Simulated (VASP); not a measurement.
# Hf (Fm-3m) in VASP: notebook

Runs on Hf. Level: PBEsol. Tasks: single point, relaxation of cell and atoms.

Everything below comes from runs of VASP 6.6.1. Logs are shortened: lines on timing, memory, paths and dates and some standing lists are left out, and cuts for length are marked.

## Step 1: The cell of the first run

The structure is cubic, space group Fm-3m (No. 225). The conventional cell has a = 4.428 Å, b = 4.428 Å, c = 4.428 Å, α = 90.00°, β = 90.00°, γ = 90.00°. Hf (site symmetry m-3m) has 12 Hf at 3.13 Å within 4.1 Å.

## Step 2: Single point, PBEsol

INCAR reads:

```
PREC = Accurate
ENCUT = 520
EDIFF = 1E-6
ISMEAR = 1
SIGMA = 0.1
LREAL = False
LASPH = True
NELM = 60
ALGO = Normal
ISIF = 2
LWAVE = False
LCHARG = True
GGA = PS
LELF = True
LVHAR = True
NBANDS = 11
```

KPOINTS reads:

```
regular mesh
0
Gamma
  9 9 9
```

POSCAR reads:

```
Hf
1.0
    0.0000000000      2.2138976672      2.2138976672
    2.2138976672      0.0000000000      2.2138976672
    2.2138976672      2.2138976672      0.0000000000
Hf
1
Direct
    0.0000000000      0.0000000000      0.0000000000
```

Potentials or basis: VASP PAW PBE potentials, release 64 (Hf_pv).

Launch:

```sh
$ cat potpaw_PBE.64/Hf_pv/POTCAR > POTCAR
$ mpirun -np 1 vasp_std > vasp.out
```

OUTCAR:

```text
PREC = Accurate
   ENCUT = 520
   EDIFF = 1E-6
   ISMEAR = 1
   LREAL = False
   LASPH = True
   NELM = 60
   ISIF = 2
   GGA = PS

 ion  position               nearest neighbor table
   1  0.000  0.000  0.000-

  LATTYP: Found a face centered cubic cell.
 ALAT       =     4.4277953344

  Lattice vectors:

 A1 = (   0.0000000000,   2.2138976672,   2.2138976672)
 A2 = (   2.2138976672,   0.0000000000,   2.2138976672)
 A3 = (   2.2138976672,   2.2138976672,   0.0000000000)

Analysis of symmetry for initial positions (statically):
=====================================================================
 Subroutine PRICEL returns:
 Original cell was already a primitive cell.

 Routine SETGRP: Setting up the symmetry group for a
 face centered cubic supercell.

 Subroutine GETGRP returns: Found 48 space group operations
 (whereof 48 operations were pure point group operations)
 out of a pool of 48 trial point group operations.

The static configuration has the point symmetry O_h .

Analysis of symmetry for dynamics (positions and initial velocities):
=====================================================================
 Subroutine PRICEL returns:
 Original cell was already a primitive cell.

 Routine SETGRP: Setting up the symmetry group for a
 face centered cubic supercell.

 Subroutine GETGRP returns: Found 48 space group operations
 (whereof 48 operations were pure point group operations)
 out of a pool of 48 trial point group operations.

The dynamic configuration has the point symmetry O_h .

 Subroutine INISYM returns: Found 48 space group operations
 (whereof 48 operations are pure point group operations),
 and found     1 'primitive' translations

----------------------------------------------------------------------------------------

                                     Primitive cell

  volume of cell :      21.7021

  direct lattice vectors                    reciprocal lattice vectors
     0.000000000  2.213897667  2.213897667    -0.225846030  0.225846030  0.225846030
     2.213897667  0.000000000  2.213897667     0.225846030 -0.225846030  0.225846030
     2.213897667  2.213897667  0.000000000     0.225846030  0.225846030 -0.225846030

  length of vectors
     3.130924107  3.130924107  3.130924107     0.391176799  0.391176799  0.391176799

  position of ions in fractional coordinates (direct lattice)
     0.000000000  0.000000000  0.000000000

  ion indices of the primitive-cell ions
   primitive index   ion index
                 1           1

----------------------------------------------------------------------------------------

 KPOINTS: regular mesh

Automatic generation of k-mesh.
 Grid dimensions read from file:
 generate k-points for:    9    9    9

 Generating k-lattice:

  Cartesian coordinates                     Fractional coordinates (reciprocal lattice)
    -0.025094003  0.025094003  0.025094003     0.111111111  0.000000000  0.000000000
     0.025094003 -0.025094003  0.025094003     0.000000000  0.111111111  0.000000000
     0.025094003  0.025094003 -0.025094003     0.000000000  0.000000000  0.111111111

  Length of vectors
     0.043464089  0.043464089  0.043464089

  Shift w.r.t. Gamma in fractional coordinates (k-lattice)
     0.000000000  0.000000000  0.000000000

 Subroutine IBZKPT returns following result:
 ===========================================

 Found     35 irreducible k-points:

 Following reciprocal coordinates:
            Coordinates               Weight
  0.000000  0.000000  0.000000      1.000000
  0.111111  0.000000  0.000000      8.000000
  0.222222  0.000000  0.000000      8.000000
  0.333333  0.000000  0.000000      8.000000
  0.444444  0.000000  0.000000      8.000000
  0.111111  0.111111  0.000000      6.000000
[... 16 lines left out ...]
 -0.333333  0.333333  0.000000     12.000000
  0.444444  0.444444  0.000000      6.000000
 [... further k-points ...]
   k-points           NKPTS =     35   k-points in BZ     NKDIM =     35   number of bands    NBANDS=     11
   number of dos      NEDOS =    301   number of ions     NIONS =      1
   total plane-waves  NPLWV =  13824
   dimension x,y,z NGX =    24 NGY =   24 NGZ =   24
   dimension x,y,z NGXF=    48 NGYF=   48 NGZF=   48
   ions per type =               1
   NGX,Y,Z   is equivalent  to a cutoff of  12.74, 12.74, 12.74 a.u.
   NGXF,Y,Z  is equivalent  to a cutoff of  25.49, 25.49, 25.49 a.u.
 SYSTEM =  unknown system
   PREC   = accura    normal or accurate (medium, high low for compatibility)
   ISTART =      0    job   : 0-new  1-cont  2-samecut
   ICHARG =      2    charge: 1-file 2-atom 10-const
   ISPIN  =      1    spin polarized calculation?
   LNONCOLLINEAR =      F non collinear calculations
   LSORBIT =      F    spin-orbit coupling
   LASPH  =      T    aspherical Exc in radial PAW
   ENCUT  =  520.0 eV  38.22 Ry    6.18 a.u.   5.82  5.82  5.82*2*pi/ulx,y,z
   NELM   =     60;   NELMIN=  2; NELMDL= -5     # of ELM steps
   EDIFF  = 0.1E-05   stopping-criterion for ELM
   LREAL  =      F    real-space projection
   EDIFFG = 0.1E-04   stopping-criterion for IOM
   NSW    =      0    number of steps for IOM
   IBRION =     -1    ionic relax: 0-MD 1-quasi-New 2-CG
   NFREE  =      0    steps in history (QN), initial steepest desc. (CG)
   ISIF   =      2    stress and relaxation
   ISYM   =      2    0-nonsym 1-usesym 2-fastsym
   POTIM  = 0.5000    time-step for ionic-motion
   TEBEG  =    0.0;   TEEND  =   0.0 temperature during run
   PSTRESS=    0.0 pullay stress
   NELECT =      10.0000    total number of electrons
   NUPDOWN=      -1.0000    fix difference up-down
   EMIN   =  10.00;   EMAX   =-10.00  energy-range for DOS
   EFERMI =   0.00;   METHOD = LEGACY
   ISMEAR =     1;   SIGMA  =   0.10  broadening in eV -4-tet -1-fermi 0-gaus
   EFERMI_NEDOS =   21; number of points for ismear=-14 and -15
   IALGO  =     38    algorithm
   IMIX   =      4    mixing-type and parameters
     AMIX     =   0.40;   BMIX     =  1.00
     AMIX_MAG =   1.60;   BMIX_MAG =  1.00
  volume/ion in A,a.u.               =      21.70       146.45
  Fermi-wavevector in a.u.,A,eV,Ry     =   1.264466  2.389495 21.754018  1.598875
  Thomas-Fermi vector in A             =   2.397770
   LORBIT       =      0    0 simple, 1 ext, 2 COOP (PROOUT), +10 PAW based schemes
   GGA     = PS    functional components
   LHFCALC =     F    Hartree Fock is set to
   AEXX    =    0.0000 exact exchange contribution
   IVDW    =     0    specifies the selected vdW correction
   LEPSILON=     F    determine dielectric tensor
   LRPA    =     F    only Hartree local field effects (RPA)
 non-spin polarized calculation
 Methfessel and Paxton  Order N= 1 SIGMA  =   0.10
  energy-cutoff  :      520.00
  volume of cell :       21.70
 maximum number of plane-waves:       594
   NGX = 11   NGY = 11   NGZ = 11

 number of electron      10.0000000 magnetization

 Free energy of the ion-electron system (eV)
  ---------------------------------------------------
  ext. energy  EPLUGINS =         0.00000000
  ---------------------------------------------------
  free energy    TOTEN  =       -10.42414281 eV

  energy without entropy =      -10.42035806  energy(sigma->0) =      -10.42288123

 E-fermi :   4.8401     XC(G=0): -11.5345

 val. band max:        4.8048781762   @ k =   0.3333   0.0000   0.0000
 cond. band min:       4.8558272816   @ k =  -0.3333   0.2222   0.0000
 fundamental gap:      0.0509491054
 Fermi energy:         4.8401369278

 k-point     1 :       0.0000    0.0000    0.0000
  band No.  band energies     occupation
      1     -25.0718      2.00000
      2     -25.0718      2.00000
      3     -25.0718      2.00000
      4      -2.5277      2.00000
      5       6.1887     -0.00000
      6       6.1887     -0.00000
      7       6.1887     -0.00000
      8       9.0820      0.00000
      9       9.0820      0.00000
     10      16.2633      0.00000
     11      17.9318      0.00000

 k-point     2 :       0.1111    0.0000    0.0000
  band No.  band energies     occupation
      1     -25.1848      2.00000
      2     -25.0861      2.00000
      3     -25.0861      2.00000
      4      -2.0871      2.00000
      5       5.7704     -0.00000
      6       6.3863     -0.00000
      7       6.3863     -0.00000
      8       8.8779      0.00000
      9       8.8779      0.00000
     10      17.1827      0.00000
     11      17.9287      0.00000

 k-point     3 :       0.2222    0.0000    0.0000
  band No.  band energies     occupation
      1     -25.4617      2.00000
      2     -25.1218      2.00000
      3     -25.1218      2.00000
      4      -0.9331      2.00000
      5       5.0327     -0.02021
      6       6.5907     -0.00000
      7       6.5907     -0.00000
      8       8.9024      0.00000
      9       8.9024      0.00000
     10      16.7269      0.00000
     11      17.9348      0.00000

 k-point     4 :       0.3333    0.0000    0.0000
  band No.  band energies     occupation
      1     -25.7623      2.00000
      2     -25.1621      2.00000
      3     -25.1621      2.00000
      4       0.3566      2.00000
      5       4.8049      1.55763
      6       6.2963     -0.00000
      7       6.2963     -0.00000
      8       9.9169      0.00000
      9       9.9169      0.00000
     10      15.3420      0.00000
     11      17.9176      0.00000
[... 239 lines left out ...]
 k-point    22 :      -0.4444    0.3333    0.0000
  band No.  band energies     occupation
      1     -25.8107      2.00000
      2     -25.5305      2.00000
      3     -25.3344      2.00000
      4       2.2776      2.00000
      5       3.2568      2.00000
      6       5.7134     -0.00000
      7       8.8602      0.00000
      8      11.3123      0.00000
      9      12.1833      0.00000
     10      13.8199      0.00000
     11      17.8945      0.00000

 k-point    23 :      -0.3333    0.3333    0.0000
  band No.  band energies     occupation
      1     -25.6842      2.00000
      2     -25.6769      2.00000
      3     -25.2847      2.00000
      4       2.9916      2.00000
      5       3.4790      2.00000
      6       5.0717     -0.00507
      7       8.1257      0.00000
      8      10.2189      0.00000
      9      11.4256      0.00000
     10      16.4618      0.00000
     11      16.8652      0.00000

 k-point    24 :       0.4444    0.4444    0.0000
  band No.  band energies     occupation
      1     -25.8960      2.00000
      2     -25.3870      2.00000
      3     -25.3870      2.00000
      4       1.4210      2.00000
      5       2.6221      2.00000
      6       7.1300      0.00000
      7      11.2242      0.00000
      8      11.3834      0.00000
      9      11.3834      0.00000
     10      15.6674      0.00000
     11      15.6674      0.00000

 [... further k-points ...]
[... 5 lines left out ...]
  --------------------------------------------------------------------------------------
  -------------------------------------------------------------------------------------
  Total       -0.0525423     -0.0525423     -0.0525423      0.0000000      0.0000000      0.0000000
  in kB       -3.8789764     -3.8789764     -3.8789764      0.0000000      0.0000000      0.0000000
  external PRESSURE =      -3.8789764 kB  Pullay stress =       0.0000000 kB

 VOLUME and BASIS-vectors are now :
 -----------------------------------------------------------------------------
  energy-cutoff  :      520.00
  volume of cell :       21.70
      direct lattice vectors                 reciprocal lattice vectors
     0.000000000  2.213897667  2.213897667    -0.225846030  0.225846030  0.225846030
     2.213897667  0.000000000  2.213897667     0.225846030 -0.225846030  0.225846030
     2.213897667  2.213897667  0.000000000     0.225846030  0.225846030 -0.225846030

 POSITION                                       TOTAL-FORCE (eV/Angst)
 -----------------------------------------------------------------------------------
      0.00000      0.00000      0.00000         0.000000      0.000000      0.000000
 -----------------------------------------------------------------------------------
    total drift:                               -0.000000      0.000000     -0.000000

  FREE ENERGIE OF THE ION-ELECTRON SYSTEM (eV)
  ---------------------------------------------------
  free  energy   TOTEN  =       -10.4241428101 eV

  energy  without entropy=      -10.4203580634  energy(sigma->0) =      -10.42288123
```

Run time: 3.4 s. Hardware: 1 thread of Intel Xeon 6975P-C (Granite Rapids), shared host; peak memory 0.14 GiB.

What came out:

```yaml
Free_energy: -10.4241 eV
Pressure: -0.4 GPa
Band_gap_on_the_k_mesh: zero (band 5 reaches 6.19 eV, above the bottom of band 6 at 4.23 eV)
```

Levels at points of the mesh, in eV from the Fermi level:
| k point | band 1 | band 2 | band 3 | band 4 | band 5 | band 6 | band 7 | band 8 | band 9 | band 10 |
| --- | --- | --- | --- | --- | --- | --- | --- | --- | --- | --- |
| (0.00, 0.00, 0.00) | -29.91 | -29.91 | -29.91 | -7.37 | 1.35 | 1.35 | 1.35 | 4.24 | 4.24 | 11.42 |

Caveat: the PAW data sets were made with another functional, which shifts forces and pressure a little; spin-orbit coupling is left out, which moves the levels of the heavy elements.

## Step 3: Single point, PBEsol

INCAR reads:

```
SYSTEM = Hf
PREC = Accurate ; ENCUT = 520
EDIFF = 1E-7 ; ISMEAR = 1
SIGMA = 0.1 ; LREAL = .FALSE.
LASPH = .TRUE. ; NELM = 80
ALGO = Normal ; ISIF = 2
LWAVE = .FALSE. ; LCHARG = .TRUE.
GGA = PS ; LELF = .TRUE.
LVHAR = .TRUE. ; NBANDS = 11
```

KPOINTS reads:

```
Automatic mesh
0
G
  12 12 12
  0 0 0
```

POSCAR is that of step 2.

Potentials or basis: VASP PAW PBE potentials, release 64 (Hf_pv).

Launch:

```sh
$ cat potpaw_PBE.64/Hf_pv/POTCAR > POTCAR
$ mpirun -np 1 vasp_std > vasp.out
```

It took 5.3 s on 1 thread of Intel Xeon 6975P-C (Granite Rapids), shared host; peak memory 0.14 GiB.

The run converged. Its results:

- Free energy: -10.4327 eV
- Pressure: -1.3 GPa
- Band gap on the k mesh: zero (band 5 reaches 6.19 eV, above the bottom of band 6 at 4.39 eV)

Levels at points of the mesh, in eV from the Fermi level:
```csv
k point,band 3,band 4,band 5,band 6,band 7,band 8
"(0.00, 0.00, 0.00)",-29.87,-7.34,1.38,1.38,1.38,4.28
"(0.50, 0.00, 0.00)",-29.99,-3.75,0.70,1.15,1.15,6.50
"(0.50, 0.50, 0.00)",-30.20,-3.40,-2.26,2.69,6.51,7.16
```

Caveat: the PAW data sets were made with another functional, which shifts forces and pressure a little; spin-orbit coupling is left out, which moves the levels of the heavy elements.

(Continued in part 2 of 2.)
